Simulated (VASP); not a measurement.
# Al2SiF2 (P-3m1) in VASP: notebook

Al2SiF2 is run at these levels: PBE; tasks: single point.

Everything below comes from runs of VASP 6.6.1. Logs are shortened: lines on timing, memory, paths and dates and some standing lists are left out, and cuts for length are marked.

## Step 1: The cell of the first run

The structure is trigonal, space group P-3m1 (No. 164). Conventional cell: a = 4.057 Å, b = 4.057 Å, c = 5.215 Å, α = 90.00°, β = 90.00°, γ = 120.00°. Al (site symmetry 3m) has 1 F at 1.75 Å within 2.3 Å. Within 3.5 Å of Si (site symmetry -3m) lie 6 Al at 2.62 Å and 6 F at 3.28 Å. Within 2.3 Å of F (site symmetry 3m) lie 1 Al at 1.75 Å.

The cell was built from a structure type or drawn by symmetry, and may not be a known phase.

## Step 2: Single point, PBE

INCAR

```
SYSTEM = Al2SiF2
PREC = Accurate
ENCUT = 600
EDIFF = 1E-6
ISMEAR = 0
SIGMA = 0.15
LREAL = .False.
LASPH = .True.
NELM = 120
ALGO = Normal
ISIF = 2
LWAVE = .False.
LCHARG = .False.
GGA = PE
NBANDS = 20
GGA_COMPAT = .False.
```

KPOINTS

```
Automatic mesh
0
Gamma
  3 3 3
  0 0 0
```

POSCAR

```
Al2SiF2
1.0
    4.0569175628     -0.0000000027      0.0000000000
   -2.0284587791      3.5133936718      0.0000000000
    0.0000000000      0.0000000000      5.2152529990
Al Si F
2 1 2
Direct
    0.3333333333      0.6666666667      0.7756692217
    0.6666666667      0.3333333333      0.2243307783
    0.0000000000      0.0000000000      0.0000000000
    0.3333333333      0.6666666667      0.4407956148
    0.6666666667      0.3333333333      0.5592043852
```

Potentials or basis: VASP PAW PBE potentials, release 64 (Al, Si, F).

Run with:

```sh
cat potpaw_PBE.64/Al/POTCAR potpaw_PBE.64/Si/POTCAR potpaw_PBE.64/F/POTCAR > POTCAR
mpirun -np 1 vasp_std > vasp.out
```

OUTCAR:

```text
SYSTEM = Al2SiF2
   PREC = Accurate
   ENCUT = 600
   EDIFF = 1E-6
   ISMEAR = 0
   LREAL = .False.
   LASPH = .True.
   NELM = 120
   ISIF = 2
   GGA = PE

 ion  position               nearest neighbor table
   1  0.333  0.667  0.776-   4 1.75   5 2.60   5 2.60   5 2.60   3 2.62   3 2.62   3 2.62   2 3.31
                             2 3.31   2 3.31
   2  0.667  0.333  0.224-   5 1.75   4 2.60   4 2.60   4 2.60   3 2.62   3 2.62   3 2.62   1 3.31
                             1 3.31   1 3.31
   3  0.000  0.000  0.000-   1 2.62   2 2.62   2 2.62   1 2.62   2 2.62   1 2.62
   4  0.333  0.667  0.441-   1 1.75   2 2.60   2 2.60   2 2.60
   5  0.667  0.333  0.559-   2 1.75   1 2.60   1 2.60   1 2.60

  LATTYP: Found a hexagonal cell.
 ALAT       =     4.0569175628
 C/A-ratio  =     1.2855210682

  Lattice vectors:

 A1 = (   4.0569175628,  -0.0000000027,   0.0000000000)
 A2 = (  -2.0284587791,   3.5133936718,   0.0000000000)
 A3 = (   0.0000000000,   0.0000000000,   5.2152529990)

Analysis of symmetry for initial positions (statically):
=====================================================================
 Subroutine PRICEL returns:
 Original cell was already a primitive cell.

 Routine SETGRP: Setting up the symmetry group for a
 hexagonal supercell.

 Subroutine GETGRP returns: Found 12 space group operations
 (whereof 12 operations were pure point group operations)
 out of a pool of 24 trial point group operations.

The static configuration has the point symmetry D_3d.

Analysis of symmetry for dynamics (positions and initial velocities):
=====================================================================
 Subroutine PRICEL returns:
 Original cell was already a primitive cell.

 Routine SETGRP: Setting up the symmetry group for a
 hexagonal supercell.

 Subroutine GETGRP returns: Found 12 space group operations
 (whereof 12 operations were pure point group operations)
 out of a pool of 24 trial point group operations.

The dynamic configuration has the point symmetry D_3d.

 Subroutine INISYM returns: Found 12 space group operations
 (whereof 12 operations are pure point group operations),
 and found     1 'primitive' translations

----------------------------------------------------------------------------------------

                                     Primitive cell

  volume of cell :      74.3359

  direct lattice vectors                    reciprocal lattice vectors
     4.056917563 -0.000000003  0.000000000     0.246492561  0.142312546  0.000000000
    -2.028458779  3.513393672  0.000000000     0.000000000  0.284625093  0.000000000
     0.000000000  0.000000000  5.215252999     0.000000000  0.000000000  0.191745252

  length of vectors
     4.056917563  4.056917563  5.215252999     0.284625093  0.284625093  0.191745252

  position of ions in fractional coordinates (direct lattice)
     0.333333333  0.666666667  0.775669222
     0.666666667  0.333333333  0.224330778
     0.000000000  0.000000000  0.000000000
     0.333333333  0.666666667  0.440795615
     0.666666667  0.333333333  0.559204385

  ion indices of the primitive-cell ions
   primitive index   ion index
                 1           1
                 2           2
                 3           3
                 4           4
                 5           5

----------------------------------------------------------------------------------------

 KPOINTS: Automatic mesh

Automatic generation of k-mesh.
 Grid dimensions read from file:
 generate k-points for:    3    3    3

 Generating k-lattice:

  Cartesian coordinates                     Fractional coordinates (reciprocal lattice)
     0.082164187  0.047437515  0.000000000     0.333333333  0.000000000  0.000000000
     0.000000000  0.094875031  0.000000000     0.000000000  0.333333333  0.000000000
     0.000000000  0.000000000  0.063915084     0.000000000  0.000000000  0.333333333

  Length of vectors
     0.094875031  0.094875031  0.063915084

  Shift w.r.t. Gamma in fractional coordinates (k-lattice)
     0.000000000  0.000000000  0.000000000

 Subroutine IBZKPT returns following result:
 ===========================================

 Found      7 irreducible k-points:

 Following reciprocal coordinates:
            Coordinates               Weight
  0.000000  0.000000  0.000000      1.000000
  0.333333  0.000000  0.000000      6.000000
  0.333333  0.333333  0.000000      2.000000
  0.000000  0.000000  0.333333      2.000000
  0.333333  0.000000  0.333333      6.000000
  0.000000  0.333333  0.333333      6.000000
  0.333333  0.333333  0.333333      4.000000
   k-points           NKPTS =      7   k-points in BZ     NKDIM =      7   number of bands    NBANDS=     20
   number of dos      NEDOS =    301   number of ions     NIONS =      5
   total plane-waves  NPLWV =  43008
   dimension x,y,z NGX =    32 NGY =   32 NGZ =   42
   dimension x,y,z NGXF=    64 NGYF=   64 NGZF=   84
   ions per type =               2   1   2
   NGX,Y,Z   is equivalent  to a cutoff of  13.11, 13.11, 13.39 a.u.
   NGXF,Y,Z  is equivalent  to a cutoff of  26.23, 26.23, 26.78 a.u.
 SYSTEM =  Al2SiF2
   PREC   = accura    normal or accurate (medium, high low for compatibility)
   ISTART =      0    job   : 0-new  1-cont  2-samecut
   ICHARG =      2    charge: 1-file 2-atom 10-const
   ISPIN  =      1    spin polarized calculation?
   LNONCOLLINEAR =      F non collinear calculations
   LSORBIT =      F    spin-orbit coupling
   LASPH  =      T    aspherical Exc in radial PAW
   ENCUT  =  600.0 eV  44.10 Ry    6.64 a.u.   8.10  8.10 10.42*2*pi/ulx,y,z
   NELM   =    120;   NELMIN=  2; NELMDL= -5     # of ELM steps
   EDIFF  = 0.1E-05   stopping-criterion for ELM
   LREAL  =      F    real-space projection
   EDIFFG = 0.1E-04   stopping-criterion for IOM
   NSW    =      0    number of steps for IOM
   IBRION =     -1    ionic relax: 0-MD 1-quasi-New 2-CG
   NFREE  =      0    steps in history (QN), initial steepest desc. (CG)
   ISIF   =      2    stress and relaxation
   ISYM   =      2    0-nonsym 1-usesym 2-fastsym
   POTIM  = 0.5000    time-step for ionic-motion
   TEBEG  =    0.0;   TEEND  =   0.0 temperature during run
   PSTRESS=    0.0 pullay stress
   NELECT =      24.0000    total number of electrons
   NUPDOWN=      -1.0000    fix difference up-down
   EMIN   =  10.00;   EMAX   =-10.00  energy-range for DOS
   EFERMI =   0.00;   METHOD = LEGACY
   ISMEAR =     0;   SIGMA  =   0.15  broadening in eV -4-tet -1-fermi 0-gaus
   EFERMI_NEDOS =   21; number of points for ismear=-14 and -15
   IALGO  =     38    algorithm
   IMIX   =      4    mixing-type and parameters
     AMIX     =   0.40;   BMIX     =  1.00
     AMIX_MAG =   1.60;   BMIX_MAG =  1.00
  volume/ion in A,a.u.               =      14.87       100.33
  Fermi-wavevector in a.u.,A,eV,Ry     =   1.123085  2.122322 17.161285  1.261319
  Thomas-Fermi vector in A             =   2.259749
   LORBIT       =      0    0 simple, 1 ext, 2 COOP (PROOUT), +10 PAW based schemes
   GGA     = PE    functional components
   LHFCALC =     F    Hartree Fock is set to
   AEXX    =    0.0000 exact exchange contribution
   IVDW    =     0    specifies the selected vdW correction
   LEPSILON=     F    determine dielectric tensor
   LRPA    =     F    only Hartree local field effects (RPA)
 non-spin polarized calculation
 Gauss-broadening in eV      SIGMA  =   0.15
  energy-cutoff  :      600.00
  volume of cell :       74.34
 maximum number of plane-waves:      2490
   NGX = 17   NGY = 17   NGZ = 21

 number of electron      23.9999994 magnetization

 Free energy of the ion-electron system (eV)
  ---------------------------------------------------
  ext. energy  EPLUGINS =         0.00000000
  ---------------------------------------------------
  free energy    TOTEN  =       -23.07756305 eV

  energy without entropy =      -23.04144069  energy(sigma->0) =      -23.05950187

 E-fermi :   5.4785     XC(G=0):  -9.7140

 val. band max:        5.4544577013   @ k =   0.0000   0.0000   0.0000
 cond. band min:       5.5400417597   @ k =   0.3333   0.0000   0.0000
 fundamental gap:      0.0855840585
 Fermi energy:         5.4784604486

 k-point     1 :       0.0000    0.0000    0.0000
  band No.  band energies     occupation
      1     -19.8179      2.00000
      2     -18.6907      2.00000
      3      -4.2574      2.00000
      4      -2.9180      2.00000
      5      -1.3450      2.00000
      6      -1.3450      2.00000
[... 12 lines left out ...]
     19      12.2529      0.00000
     20      12.5010      0.00000

 k-point     2 :       0.3333    0.0000    0.0000
  band No.  band energies     occupation
      1     -19.5864      2.00000
      2     -18.9377      2.00000
      3      -3.2991      2.00000
      4      -2.5770      2.00000
      5      -1.6942      2.00000
      6      -1.5990      2.00000
[... 12 lines left out ...]
     19      13.0886      0.00000
     20      13.9934      0.00000

 k-point     3 :       0.3333    0.3333    0.0000
  band No.  band energies     occupation
      1     -19.2658      2.00000
      2     -19.2658      2.00000
      3      -2.8351      2.00000
      4      -2.0862      2.00000
      5      -2.0862      2.00000
      6      -0.8626      2.00000
[... 12 lines left out ...]
     19      12.6792      0.00000
     20      12.6792      0.00000

 k-point     4 :       0.0000    0.0000    0.3333
  band No.  band energies     occupation
      1     -19.8150      2.00000
      2     -18.6906      2.00000
      3      -4.8382      2.00000
      4      -1.7348      2.00000
      5      -1.3322      2.00000
      6      -1.3322      2.00000
[... 12 lines left out ...]
     19      12.3449      0.00000
     20      13.2187      0.00000

 k-point     5 :       0.3333    0.0000    0.3333
  band No.  band energies     occupation
      1     -19.5843      2.00000
      2     -18.9370      2.00000
      3      -3.7968      2.00000
      4      -2.0959      2.00000
      5      -1.6616      2.00000
      6      -1.5525      2.00000
[... 12 lines left out ...]
     19      12.9164      0.00000
     20      14.2467      0.00000

 k-point     6 :       0.0000    0.3333    0.3333
  band No.  band energies     occupation
      1     -19.5843      2.00000
      2     -18.9370      2.00000
      3      -3.8541      2.00000
      4      -1.8155      2.00000
      5      -1.6596      2.00000
      6      -1.4863      2.00000
[... 12 lines left out ...]
     19      12.9535      0.00000
     20      14.6595      0.00000

 k-point     7 :       0.3333    0.3333    0.3333
  band No.  band energies     occupation
      1     -19.2644      2.00000
      2     -19.2644      2.00000
      3      -2.4791      2.00000
      4      -2.3780      2.00000
      5      -2.3780      2.00000
      6      -1.4973      2.00000
[... 12 lines left out ...]
     19      13.6239      0.00000
     20      13.6239      0.00000

------------------------ aborting loop because EDIFF is reached ----------------------------------------

  FORCE on cell =-STRESS in cart. coord.  units (eV):
  Direction    XX          YY          ZZ          XY          YZ          ZX
  --------------------------------------------------------------------------------------
  -------------------------------------------------------------------------------------
  Total       -0.0655114     -0.0655114      0.4203856      0.0000000      0.0000000      0.0000000
  in kB       -1.4119817     -1.4119817      9.0606635      0.0000000      0.0000000      0.0000000
  external PRESSURE =       2.0789000 kB  Pullay stress =       0.0000000 kB

 VOLUME and BASIS-vectors are now :
 -----------------------------------------------------------------------------
  energy-cutoff  :      600.00
  volume of cell :       74.34
      direct lattice vectors                 reciprocal lattice vectors
     4.056917563 -0.000000003  0.000000000     0.246492561  0.142312546  0.000000000
    -2.028458779  3.513393672  0.000000000     0.000000000  0.284625093  0.000000000
     0.000000000  0.000000000  5.215252999     0.000000000  0.000000000  0.191745252

 POSITION                                       TOTAL-FORCE (eV/Angst)
 -----------------------------------------------------------------------------------
      0.00000      2.34226      4.04531         0.000000      0.000000      0.122533
      2.02846      1.17113      1.16994        -0.000000     -0.000000     -0.122533
      0.00000      0.00000      0.00000        -0.000000     -0.000000      0.000000
      0.00000      2.34226      2.29886        -0.000000     -0.000000     -0.106851
      2.02846      1.17113      2.91639         0.000000      0.000000      0.106851
 -----------------------------------------------------------------------------------
    total drift:                               -0.000000      0.000000      0.000000

  FREE ENERGIE OF THE ION-ELECTRON SYSTEM (eV)
  ---------------------------------------------------
  free  energy   TOTEN  =       -23.0775630549 eV

  energy  without entropy=      -23.0414406916  energy(sigma->0) =      -23.05950187
```

Run time: 11 s. Hardware: 1 thread of Intel Xeon Platinum 8259CL at 2.50GHz (Skylake/Cascade Lake), shared host; peak memory 0.19 GiB.

What came out:

```
Free energy            : -23.0776 eV
Pressure               : 0.2 GPa
Largest force          : 0.123 eV/Å
Band gap on the k mesh : 0.09 eV (least direct gap 1.27 eV)
```

Forces in eV/Å, atoms in the order of the input:
```
Al   0.000  0.000  0.123
Al   0.000  0.000 -0.123
Si   0.000  0.000  0.000
F    0.000  0.000 -0.107
F    0.000  0.000  0.107
```

Stress tensor (GPa, compression positive):
```
-0.14  0.00  0.00
 0.00 -0.14  0.00
 0.00  0.00  0.91
```

Caveat: the k points lie up to 0.60 Å⁻¹ apart; an odd mesh through Γ misses points on the zone boundary, where band edges can lie.

## Step 3: Single point, PBE

This run uses another cell than the first one, of 14.49 Å³/atom.

INCAR

```
SYSTEM = Al2SiF2
ALGO = Normal
EDIFF = 1E-6
ENCUT = 600
GGA = PE
GGA_COMPAT = .False.
ISIF = 2
ISMEAR = 0
LASPH = .True.
LCHARG = .True.
LELF = .True.
LREAL = .False.
LVHAR = .True.
LWAVE = .False.
NBANDS = 20
NELM = 120
PREC = Accurate
SIGMA = 0.15
```

KPOINTS

```
k-points
0
Gamma
  4 4 2
  0 0 0
```

POSCAR

```
Al2SiF2
1.0
    3.0504875795      0.0000000000      0.0000000000
   -1.5252437897      2.6417997377      0.0000000000
    0.0000000000      0.0000000000      8.9921979535
Al Si F
2 1 2
Direct
    0.6666666667      0.3333333333      0.7866471914
    0.3333333333      0.6666666667      0.2133528086
    0.0000000000      0.0000000000      0.0000000000
    0.3333333333      0.6666666667      0.6577416592
    0.6666666667      0.3333333333      0.3422583408
```

Potentials or basis: VASP PAW PBE potentials, release 64 (Al, Si, F).

Run with:

```sh
cat potpaw_PBE.64/Al/POTCAR potpaw_PBE.64/Si/POTCAR potpaw_PBE.64/F/POTCAR > POTCAR
mpirun -np 1 vasp_std > vasp.out
```

It took 13 s on 1 thread of Intel Xeon Platinum 8259CL at 2.50GHz (Skylake/Cascade Lake), shared host; peak memory 0.19 GiB.

The run converged. Its results:

```yaml
Free_energy: -23.1691 eV
Pressure: 0.0 GPa
Largest_force: 0.044 eV/Å
Band_gap_on_the_k_mesh: zero (bands 12 and 13 overlap by 0.43 eV)
```

Forces on the atoms (eV/Å):
```
Al   0.000  0.000 -0.041
Al   0.000  0.000  0.041
Si   0.000  0.000  0.000
F    0.000  0.000  0.044
F    0.000  0.000 -0.044
```

Stress tensor (GPa, compression positive):
```
-0.11  0.00  0.00
 0.00 -0.11  0.00
 0.00  0.00  0.15
```

Levels at points of the mesh, in eV from the Fermi level:
```csv
k point,band 8,band 9,band 10,band 11,band 12,band 13,band 14,band 15,band 16,band 17
"(0.00, 0.00, 0.00)",-7.38,-7.38,-6.02,-2.65,0.56,3.21,4.95,4.95,7.31,7.31
"(0.50, 0.00, 0.00)",-7.76,-7.33,-6.12,-3.80,-1.91,1.57,1.58,2.39,4.31,4.83
"(0.00, 0.00, 0.50)",-7.38,-7.38,-6.41,-2.14,-0.13,4.13,4.95,4.95,6.19,7.30
"(0.50, 0.00, 0.50)",-7.76,-7.44,-6.13,-3.74,-1.91,1.52,1.57,2.48,4.34,4.57
```

Caveat: the k points lie up to 0.59 Å⁻¹ apart.

## Step 4: Single point, PBE

This run uses another cell than the first one, of 14.49 Å³/atom.

INCAR

```
SYSTEM = Al2SiF2
  PREC = Accurate
  ENCUT = 600
  EDIFF = 1E-6
  ISMEAR = 0
  SIGMA = 0.1
  LREAL = .FALSE.
  LASPH = .TRUE.
  NELM = 120
  ALGO = Normal
  ISIF = 2
  LWAVE = .FALSE.
  LCHARG = .FALSE.
  GGA = PE
  NBANDS = 20
  GGA_COMPAT = .FALSE.
```

KPOINTS

```
regular mesh
0
G
  6 6 2
  0 0 0
```

POSCAR is that of step 3.

Run with:

```sh
cat potpaw_PBE.64/Al/POTCAR potpaw_PBE.64/Si/POTCAR potpaw_PBE.64/F/POTCAR > POTCAR
mpirun -np 1 vasp_std > vasp.out
```

Run time: 17 s. Hardware: 1 thread of Intel Xeon Platinum 8259CL at 2.50GHz (Skylake/Cascade Lake), shared host; peak memory 0.2 GiB.

It converged, with:

```
Free energy            : -22.6882 eV
Pressure               : -0.3 GPa
Largest force          : 0.267 eV/Å
Band gap on the k mesh : zero (bands 12 and 13 overlap by 1.63 eV)
```

Forces on the atoms (eV/Å):
```
Al   0.000  0.000  0.267
Al   0.000  0.000 -0.267
Si   0.000  0.000  0.000
F    0.000  0.000 -0.197
F    0.000  0.000  0.197
```

Stress tensor (GPa, compression positive):
```
-0.79  0.00  0.00
 0.00 -0.79  0.00
 0.00  0.00  0.78
```

Levels at points of the mesh, in eV from the Fermi level:
```
           k point  band 10  band 11  band 12  band 13  band 14  band 15
(0.00, 0.00, 0.00)    -5.78    -2.43     0.76     3.40     5.17     5.17
(0.50, 0.00, 0.00)    -5.90    -3.47    -1.59     1.80     1.84     2.62
(0.00, 0.00, 0.50)    -6.17    -1.91     0.06     4.34     5.17     5.17
(0.50, 0.00, 0.50)    -5.92    -3.42    -1.59     1.78     1.81     2.71
```

Caveat: the k points lie up to 0.40 Å⁻¹ apart, too coarse for converged energies and pressures of a metal.

## Step 5: Summary

| cell | k mesh | smearing | gap on the mesh (eV) | pressure (GPa) | largest force (eV/Å) |
| --- | --- | --- | --- | --- | --- |
| a = 4.057, b = 4.057, c = 5.215 Å, angles 90.0, 90.0, 120.0°, 5 atoms, atomic positions A | 3 × 3 × 3 | gaussian 0.15 eV | 0.09 | 0.2 | 0.12 |
| a = 3.050, b = 3.050, c = 8.992 Å, angles 90.0, 90.0, 120.0°, 5 atoms, atomic positions B | 4 × 4 × 2 | gaussian 0.15 eV | none | 0.0 | 0.04 |
| a = 3.050, b = 3.050, c = 8.992 Å, angles 90.0, 90.0, 120.0°, 5 atoms, atomic positions B | 6 × 6 × 2 | gaussian 0.1 eV | none | -0.3 | 0.27 |

Alike in all rows: task single point; level PBE; potentials or basis VASP PAW PBE potentials, release 64 (Al, Si, F); no spin polarisation; cutoff (eV) 600.

Caveats: all runs use coarse meshes; an odd mesh through Γ misses points on the zone boundary, where band edges can lie (at least some runs).

Absolute energies hang on the potentials; compare differences alone.
